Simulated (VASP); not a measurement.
Write the native input for VASP 6.6.1 that does the following.

```
Task                               : single point
Functional                         : PBE0
Potentials or basis                : VASP PAW PBE potentials, release 64 (Hf_pv, S)
Cutoff                             : 400 eV
k mesh                             : 6 × 6 × 4
Occupations                        : gaussian, width 0.01 eV
Spin                               : no spin polarisation
Dipole correction                  : no
Grid for exact exchange (PRECFOCK) : Normal
Further INCAR settings             : ALGO = Normal; EDIFF = 1e-06; NBANDS = 18
Share of exact exchange            : 0.25
```

The system is HfS2.

```
CELL_PARAMETERS angstrom
3.63025 0.00000 0.00000
-1.81512 3.14388 0.00000
0.00000 0.00000 5.87871
ATOMIC_POSITIONS crystal
Hf 0.00000 0.00000 0.00000
S 0.66667 0.33333 0.75538
S 0.33333 0.66667 0.24462
```

The input as run:

POSCAR

```
HfS2
1.0
    3.6302450488      0.0000000000      0.0000000000
   -1.8151225244      3.1438844342      0.0000000000
    0.0000000000      0.0000000000      5.8787062851
Hf S
1 2
Direct
    0.0000000000      0.0000000000      0.0000000000
    0.6666666667      0.3333333333      0.7553800774
    0.3333333333      0.6666666667      0.2446199226
```

INCAR.step1

```
PREC     = Accurate       # precision mode
ENCUT    = 400            # plane-wave cutoff, eV
EDIFF    = 1E-5           # SCF threshold, eV
ISMEAR   = 0              # smearing method
SIGMA    = 0.01           # smearing width, eV
LREAL    = False          # projectors in reciprocal space
LASPH    = True           # aspherical terms in the spheres
NELM     = 120            # most SCF steps
ALGO     = Normal         # electronic algorithm
ISIF     = 2              # what is computed and relaxed
LWAVE    = True           # write WAVECAR
LCHARG   = False          # write CHGCAR
GGA      = PE             # functional
NBANDS   = 18             # bands
GGA_COMPAT= False
```

INCAR.step2

```
PREC     = Accurate       # precision mode
ENCUT    = 400            # plane-wave cutoff, eV
EDIFF    = 1E-6           # SCF threshold, eV
ISMEAR   = 0              # smearing method
SIGMA    = 0.01           # smearing width, eV
LREAL    = False          # projectors in reciprocal space
LASPH    = True           # aspherical terms in the spheres
NELM     = 120            # most SCF steps
ALGO     = Normal         # electronic algorithm
ISIF     = 2              # what is computed and relaxed
LWAVE    = False          # write WAVECAR
LCHARG   = False          # write CHGCAR
GGA      = PE             # functional
LHFCALC  = True           # exact exchange
AEXX     = 0.25           # exact-exchange fraction
PRECFOCK = Normal       
ISTART   = 1            
NBANDS   = 18             # bands
GGA_COMPAT= False
```

KPOINTS

```
regular mesh
0
Gamma
  6 6 4
```

Potentials or basis: VASP PAW PBE potentials, release 64 (Hf_pv, S).

Run with:

```sh
$ cat potpaw_PBE.64/Hf_pv/POTCAR potpaw_PBE.64/S/POTCAR > POTCAR
$ cp INCAR.step1 INCAR
$ mpirun -np 1 vasp_std > vasp.out
$ cp INCAR.step2 INCAR
$ mpirun -np 1 vasp_std > vasp.out
```

Results of the run:

```json
{"Pressure": "-0.1 GPa", "Largest force": "0.195 eV/Å", "Band gap on the k mesh": "2.55 eV (least direct gap 3.52 eV)"}
```

Caveat: the PAW data sets were made with another functional, which shifts forces and pressure a little; spin-orbit coupling is left out, which moves the levels of the heavy elements; this functional lacks dispersion, which binds the layers, so the pressure and a relaxed spacing across them are unreliable.

Wall time 49 min on 1 thread of Intel(R) Xeon(R) Platinum 8259CL CPU @ 2.50GHz (Skylake/Cascade Lake), on a shared host, peak memory 0.18 GiB.
